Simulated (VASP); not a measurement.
# B (Pm-3m) in VASP: further runs

The runs below take B through single point, relaxation of cell and atoms, with revPBE.

Everything below comes from runs of VASP 6.6.1. Logs are shortened: lines on timing, memory, paths and dates and some standing lists are left out, and cuts for length are marked.

### Step 1. The cell of the first run

Symmetry: Pm-3m, No. 221, cubic system. The conventional cell has a = 1.917 Å, b = 1.917 Å, c = 1.917 Å, α = 90.00°, β = 90.00°, γ = 90.00°. Within 2.5 Å of B (site symmetry m-3m) lie 6 B at 1.92 Å.

### Step 2. Single point, revPBE (volume scaled by 1.04)

INCAR reads:

```
SYSTEM = B
PREC     = Accurate       ! precision mode
ENCUT    = 520            ! plane-wave cutoff, eV
EDIFF    = 1E-6           ! SCF threshold, eV
ISMEAR   = -1             ! smearing method
SIGMA    = 0.1            ! smearing width, eV
LREAL    = .FALSE.        ! projectors in reciprocal space
LASPH    = .TRUE.         ! aspherical terms in the spheres
NELM     = 80             ! most SCF steps
ALGO     = Normal         ! electronic algorithm
ISIF     = 2              ! what is computed and relaxed
LWAVE    = .FALSE.        ! write WAVECAR
LCHARG   = .FALSE.        ! write CHGCAR
GGA      = RE             ! functional
NBANDS   = 8              ! bands
```

KPOINTS reads:

```
Automatic mesh
0
G
  18 18 18
  0 0 0
```

POSCAR reads:

```
B
1.0
    1.9167803624      0.0000000000      0.0000000000
    0.0000000000      1.9167803624      0.0000000000
    0.0000000000      0.0000000000      1.9167803624
B
1
Direct
    0.0000000000      0.0000000000      0.0000000000
```

Potentials or basis: VASP PAW PBE potentials, release 64 (B).

The run is started by

```
> cat potpaw_PBE.64/B/POTCAR > POTCAR
> mpirun -np 1 vasp_std > vasp.out
```

OUTCAR:

```text
SYSTEM = B
   PREC = Accurate
   ENCUT = 520
   EDIFF = 1E-6
   ISMEAR = -1
   LREAL = .FALSE.
   LASPH = .TRUE.
   NELM = 80
   ISIF = 2
   GGA = RE

 ion  position               nearest neighbor table
   1  0.000  0.000  0.000-

  LATTYP: Found a simple cubic cell.
 ALAT       =     1.9167803624

  Lattice vectors:

 A1 = (   1.9167803624,   0.0000000000,   0.0000000000)
 A2 = (   0.0000000000,   1.9167803624,   0.0000000000)
 A3 = (   0.0000000000,   0.0000000000,   1.9167803624)

Analysis of symmetry for initial positions (statically):
=====================================================================
 Subroutine PRICEL returns:
 Original cell was already a primitive cell.

 Routine SETGRP: Setting up the symmetry group for a
 simple cubic supercell.

 Subroutine GETGRP returns: Found 48 space group operations
 (whereof 48 operations were pure point group operations)
 out of a pool of 48 trial point group operations.

The static configuration has the point symmetry O_h .

Analysis of symmetry for dynamics (positions and initial velocities):
=====================================================================
 Subroutine PRICEL returns:
 Original cell was already a primitive cell.

 Routine SETGRP: Setting up the symmetry group for a
 simple cubic supercell.

 Subroutine GETGRP returns: Found 48 space group operations
 (whereof 48 operations were pure point group operations)
 out of a pool of 48 trial point group operations.

The dynamic configuration has the point symmetry O_h .

 Subroutine INISYM returns: Found 48 space group operations
 (whereof 48 operations are pure point group operations),
 and found     1 'primitive' translations

----------------------------------------------------------------------------------------

                                     Primitive cell

  volume of cell :       7.0423

  direct lattice vectors                    reciprocal lattice vectors
     1.916780362  0.000000000  0.000000000     0.521708183  0.000000000  0.000000000
     0.000000000  1.916780362  0.000000000     0.000000000  0.521708183  0.000000000
     0.000000000  0.000000000  1.916780362     0.000000000  0.000000000  0.521708183

  length of vectors
     1.916780362  1.916780362  1.916780362     0.521708183  0.521708183  0.521708183

  position of ions in fractional coordinates (direct lattice)
     0.000000000  0.000000000  0.000000000

  ion indices of the primitive-cell ions
   primitive index   ion index
                 1           1

----------------------------------------------------------------------------------------

 KPOINTS: Automatic mesh

Automatic generation of k-mesh.
 Grid dimensions read from file:
 generate k-points for:   18   18   18

 Generating k-lattice:

  Cartesian coordinates                     Fractional coordinates (reciprocal lattice)
     0.028983788  0.000000000  0.000000000     0.055555556  0.000000000  0.000000000
     0.000000000  0.028983788  0.000000000     0.000000000  0.055555556  0.000000000
     0.000000000  0.000000000  0.028983788     0.000000000  0.000000000  0.055555556

  Length of vectors
     0.028983788  0.028983788  0.028983788

  Shift w.r.t. Gamma in fractional coordinates (k-lattice)
     0.000000000  0.000000000  0.000000000

 Subroutine IBZKPT returns following result:
 ===========================================

 Found    220 irreducible k-points:

 Following reciprocal coordinates:
            Coordinates               Weight
  0.000000  0.000000  0.000000      1.000000
  0.055556  0.000000  0.000000      6.000000
  0.111111  0.000000  0.000000      6.000000
  0.166667  0.000000  0.000000      6.000000
  0.222222  0.000000  0.000000      6.000000
  0.277778  0.000000  0.000000      6.000000
[... 16 lines left out ...]
  0.277778  0.111111  0.000000     24.000000
  0.333333  0.111111  0.000000     24.000000
 [... further k-points ...]
   k-points           NKPTS =    220   k-points in BZ     NKDIM =    220   number of bands    NBANDS=      8
   number of dos      NEDOS =    301   number of ions     NIONS =      1
   total plane-waves  NPLWV =   2744
   dimension x,y,z NGX =    14 NGY =   14 NGZ =   14
   dimension x,y,z NGXF=    28 NGYF=   28 NGZF=   28
   ions per type =               1
   NGX,Y,Z   is equivalent  to a cutoff of  12.14, 12.14, 12.14 a.u.
   NGXF,Y,Z  is equivalent  to a cutoff of  24.28, 24.28, 24.28 a.u.
 SYSTEM =  B
   PREC   = accura    normal or accurate (medium, high low for compatibility)
   ISTART =      0    job   : 0-new  1-cont  2-samecut
   ICHARG =      2    charge: 1-file 2-atom 10-const
   ISPIN  =      1    spin polarized calculation?
   LNONCOLLINEAR =      F non collinear calculations
   LSORBIT =      F    spin-orbit coupling
   LASPH  =      T    aspherical Exc in radial PAW
   ENCUT  =  520.0 eV  38.22 Ry    6.18 a.u.   3.56  3.56  3.56*2*pi/ulx,y,z
   NELM   =     80;   NELMIN=  2; NELMDL= -5     # of ELM steps
   EDIFF  = 0.1E-05   stopping-criterion for ELM
   LREAL  =      F    real-space projection
   EDIFFG = 0.1E-04   stopping-criterion for IOM
   NSW    =      0    number of steps for IOM
   IBRION =     -1    ionic relax: 0-MD 1-quasi-New 2-CG
   NFREE  =      0    steps in history (QN), initial steepest desc. (CG)
   ISIF   =      2    stress and relaxation
   ISYM   =      2    0-nonsym 1-usesym 2-fastsym
   POTIM  = 0.5000    time-step for ionic-motion
   TEBEG  =    0.0;   TEEND  =   0.0 temperature during run
   PSTRESS=    0.0 pullay stress
   NELECT =       3.0000    total number of electrons
   NUPDOWN=      -1.0000    fix difference up-down
   EMIN   =  10.00;   EMAX   =-10.00  energy-range for DOS
   EFERMI =   0.00;   METHOD = LEGACY
   ISMEAR =    -1;   SIGMA  =   0.10  broadening in eV -4-tet -1-fermi 0-gaus
   EFERMI_NEDOS =   21; number of points for ismear=-14 and -15
   IALGO  =     38    algorithm
   IMIX   =      4    mixing-type and parameters
     AMIX     =   0.40;   BMIX     =  1.00
     AMIX_MAG =   1.60;   BMIX_MAG =  1.00
  volume/ion in A,a.u.               =       7.04        47.52
  Fermi-wavevector in a.u.,A,eV,Ry     =   1.231808  2.327779 20.644801  1.517350
  Thomas-Fermi vector in A             =   2.366603
   LORBIT       =      0    0 simple, 1 ext, 2 COOP (PROOUT), +10 PAW based schemes
   GGA     = RE    functional components
   LHFCALC =     F    Hartree Fock is set to
   AEXX    =    0.0000 exact exchange contribution
   IVDW    =     0    specifies the selected vdW correction
   LEPSILON=     F    determine dielectric tensor
   LRPA    =     F    only Hartree local field effects (RPA)
 non-spin polarized calculation
  energy-cutoff  :      520.00
  volume of cell :        7.04
 maximum number of plane-waves:       197
   NGX =  7   NGY =  7   NGZ =  7

 number of electron       3.0000000 magnetization

 Free energy of the ion-electron system (eV)
  ---------------------------------------------------
  ext. energy  EPLUGINS =         0.00000000
  ---------------------------------------------------
  free energy    TOTEN  =        -5.37824101 eV

  energy without entropy =       -5.36727473  energy(sigma->0) =       -5.37275787

 E-fermi :   6.6548     XC(G=0): -12.1735

 val. band max:        6.6323454568   @ k =   0.3889   0.3889   0.1667
 cond. band min:       6.6887075265   @ k =   0.3333   0.1667   0.0556
 fundamental gap:      0.0563620697
 Fermi energy:         6.6547837811

 k-point     1 :       0.0000    0.0000    0.0000
  band No.  band energies     occupation
      1      -8.7498      2.00000
      2      19.7680      0.00000
      3      19.7680      0.00000
      4      19.7680      0.00000
      5      29.9569      0.00000
      6      29.9569      0.00000
      7      38.4467      0.00000
      8      58.2664      0.00000

 k-point     2 :       0.0556    0.0000    0.0000
  band No.  band energies     occupation
      1      -8.6473      2.00000
      2      18.7178      0.00000
      3      19.8525      0.00000
      4      19.8525      0.00000
      5      30.0751      0.00000
      6      31.1115      0.00000
      7      38.4043      0.00000
      8      57.4472      0.00000

 k-point     3 :       0.1111    0.0000    0.0000
  band No.  band energies     occupation
      1      -8.3400      2.00000
      2      16.4036      0.00000
      3      20.1018      0.00000
      4      20.1018      0.00000
      5      30.4284      0.00000
      6      33.6683      0.00000
      7      38.3349      0.00000
      8      55.3401      0.00000

 k-point     4 :       0.1667    0.0000    0.0000
  band No.  band energies     occupation
      1      -7.8285      2.00000
      2      13.7263      0.00000
      3      20.5035      0.00000
      4      20.5035      0.00000
      5      31.0136      0.00000
      6      36.1821      0.00000
      7      38.7310      0.00000
      8      52.6628      0.00000

 k-point     5 :       0.2222    0.0000    0.0000
  band No.  band energies     occupation
      1      -7.1137      2.00000
      2      11.0247      0.00000
      3      21.0338      0.00000
      4      21.0338      0.00000
      5      31.8222      0.00000
      6      36.8143      0.00000
      7      40.9821      0.00000
      8      49.9227      0.00000
[... 177 lines left out ...]
 k-point    22 :       0.2222    0.1111    0.0000
  band No.  band energies     occupation
      1      -6.7048      2.00000
      2      11.1965      0.00000
      3      18.3297      0.00000
      4      21.3558      0.00000
      5      34.3368      0.00000
      6      36.1591      0.00000
      7      41.3450      0.00000
      8      48.0891      0.00000

 k-point    23 :       0.2778    0.1111    0.0000
  band No.  band energies     occupation
      1      -5.7896      2.00000
      2       8.6737      0.00000
      3      19.0106      0.00000
      4      21.9686      0.00000
      5      34.8804      0.00000
      6      35.4608      0.00000
      7      43.8461      0.00000
      8      46.2761      0.00000

 k-point    24 :       0.3333    0.1111    0.0000
  band No.  band energies     occupation
      1      -4.6773      2.00000
      2       6.2670      1.95944
      3      19.7815      0.00000
      4      22.6088      0.00000
      5      33.7885      0.00000
      6      36.4191      0.00000
      7      44.0049      0.00000
      8      45.5930      0.00000

 [... further k-points ...]
[... 5 lines left out ...]
  --------------------------------------------------------------------------------------
  -------------------------------------------------------------------------------------
  Total       -0.3442314     -0.3442314     -0.3442314     -0.0000000     -0.0000000     -0.0000000
  in kB      -78.3148320    -78.3148320    -78.3148320     -0.0000000     -0.0000000     -0.0000000
  external PRESSURE =     -78.3148320 kB  Pullay stress =       0.0000000 kB

 VOLUME and BASIS-vectors are now :
 -----------------------------------------------------------------------------
  energy-cutoff  :      520.00
  volume of cell :        7.04
      direct lattice vectors                 reciprocal lattice vectors
     1.916780362  0.000000000  0.000000000     0.521708183  0.000000000  0.000000000
     0.000000000  1.916780362  0.000000000     0.000000000  0.521708183  0.000000000
     0.000000000  0.000000000  1.916780362     0.000000000  0.000000000  0.521708183

 POSITION                                       TOTAL-FORCE (eV/Angst)
 -----------------------------------------------------------------------------------
      0.00000      0.00000      0.00000         0.000000      0.000000      0.000000
 -----------------------------------------------------------------------------------
    total drift:                                0.000000     -0.000000     -0.000000

  FREE ENERGIE OF THE ION-ELECTRON SYSTEM (eV)
  ---------------------------------------------------
  free  energy   TOTEN  =        -5.3782410112 eV

  energy  without entropy=       -5.3672747276  energy(sigma->0) =       -5.37275787
```

It took 2.2 s on 1 thread of Intel Xeon 6975P-C (Granite Rapids), shared host; peak memory 0.11 GiB.

What came out:

| Quantity | Value |
| --- | --- |
| Free energy | -5.3782 eV |
| Pressure | -7.8 GPa |

Caveat: the cell differs from its parent crystal (volume scaled by 1.04); the PAW data sets were made with another functional, which shifts forces and pressure a little.

### Step 3. Relaxation of cell and atoms, revPBE

This run uses another cell than the first one, of 7.08 Å³/atom, 1.005 times its volume.

INCAR reads:

```
SYSTEM = B
PREC = Accurate ; ENCUT = 600
EDIFF = 1E-6 ; ISMEAR = -1
SIGMA = 0.1 ; LREAL = .FALSE.
LASPH = .TRUE. ; NELM = 80
ALGO = Normal ; ISIF = 3
LWAVE = .FALSE. ; LCHARG = .FALSE.
GGA = RE ; IBRION = 2
NSW = 80 ; EDIFFG = -0.01
```

KPOINTS reads:

```
Automatic mesh
0
G
  16 16 16
  0 0 0
```

POSCAR reads:

```
B
1.0
    1.9200471483      0.0000000000      0.0000000000
    0.0000000000      1.9200471483      0.0000000000
    0.0000000000      0.0000000000      1.9200471483
B
1
Direct
    0.0000000000      0.0000000000      0.0000000000
```

Potentials or basis: VASP PAW PBE potentials, release 64 (B).

The run is started by

```
> cat potpaw_PBE.64/B/POTCAR > POTCAR
> mpirun -np 1 vasp_std > vasp.out
```

It took 2.8 s on 1 thread of Intel Xeon 6975P-C (Granite Rapids), shared host; peak memory 0.1 GiB.

The run converged. Its results:

| Property | Result |
| --- | --- |
| Free energy | -5.3963 eV |
| Relaxed volume | 6.77 Å³/atom |
| Relaxed cell | a = 1.892 Å, b = 1.892 Å, c = 1.892 Å, α = 90.00°, β = 90.00°, γ = 90.00° |
| Space group after relaxing (to 0.05 Å) | Pm-3m (No. 221) |
| Energy gained by relaxing | 9.5 meV/atom |
| Ionic steps | 3 |
| Pressure after relaxing | 0.0 GPa |

Step by step:
```
step  energy change (eV)  largest force (eV/Å)  pressure (GPa)  volume (Å³)
   1              0.0000                0.0000           -9.47         7.08
   2             -0.0082                0.0000            3.90         6.66
   3             -0.0095                0.0000            0.02         6.77
```

Final structure:
```
B
1.0
     1.89157    0.00000    0.00000
     0.00000    1.89157    0.00000
     0.00000    0.00000    1.89157
B
1
Direct
  0.00000 0.00000 0.00000
```

Levels at points of the mesh, in eV from the Fermi level:
| k point | band 1 | band 2 | band 3 | band 4 | band 5 |
| --- | --- | --- | --- | --- | --- |
| (0.00, 0.00, 0.00) | -15.77 | 13.56 | 13.56 | 13.56 | 23.80 |
| (0.50, 0.00, 0.00) | -8.20 | -6.29 | 17.43 | 17.43 | 29.81 |
| (0.50, 0.50, 0.00) | -1.95 | -1.95 | 4.13 | 8.07 | 20.58 |
| (0.50, 0.50, 0.50) | 3.40 | 3.40 | 3.40 | 16.41 | 16.41 |

Caveat: the PAW data sets were made with another functional, which shifts forces and pressure a little.
